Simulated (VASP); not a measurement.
Set up this calculation in VASP 6.6.1, as the native input.

* Task: electric field gradients
* Functional: PBEsol
* Potentials or basis: VASP PAW PBE potentials, release 64 (Se)
* Cutoff: 520 eV
* k mesh: 6 × 6 × 5
* Occupations: fermi-dirac, width 0.03 eV
* Spin: no spin polarisation
* Dipole correction: no
* Further INCAR settings: ALGO = Normal; EDIFF = 1e-08; NBANDS = 16

The structure of Se lies in POSCAR:

```
Se
1.0
    4.4236565372      0.0000000000      0.0000000000
   -2.2118282686      3.8309989389      0.0000000000
    0.0000000000      0.0000000000      5.0187864228
Se
3
Direct
    0.2254000000      0.0000000000      0.3333333333
    0.0000000000      0.2254000000      0.6666666667
    0.7746000000      0.7746000000      0.0000000000
```

This cell differs from its parent crystal: volume scaled by 1.04.

The input as run:

INCAR

```
PREC = Accurate ; ENCUT = 520
EDIFF = 1E-8 ; ISMEAR = -1
SIGMA = 0.03 ; LREAL = False
LASPH = True ; NELM = 100
ALGO = Normal ; ISIF = 2
LWAVE = False ; LCHARG = False
GGA = PS ; LEFG = True
NBANDS = 16
```

KPOINTS

```
Automatic mesh
0
Gamma
  6 6 5
```

Potentials or basis: VASP PAW PBE potentials, release 64 (Se).

Run with:

```console
$ cat potpaw_PBE.64/Se/POTCAR > POTCAR
$ mpirun -np 1 vasp_std > vasp.out
```

It gave:

```yaml
Pressure: -1.7 GPa
Largest_force: 0.064 eV/Å
Band_gap_on_the_k_mesh: 1.25 eV, indirect (least direct gap 1.39 eV)
```

Caveat: without QUAD_EFG the Cq values of the log hold for a quadrupole moment of 1 mb, not for the nuclei; the PAW data sets were made with another functional, which shifts forces and pressure a little.

Wall time 33 s on 1 thread of Intel(R) Xeon(R) Platinum 8375C CPU @ 2.90GHz (Ice Lake), on a shared host, peak memory 0.21 GiB.
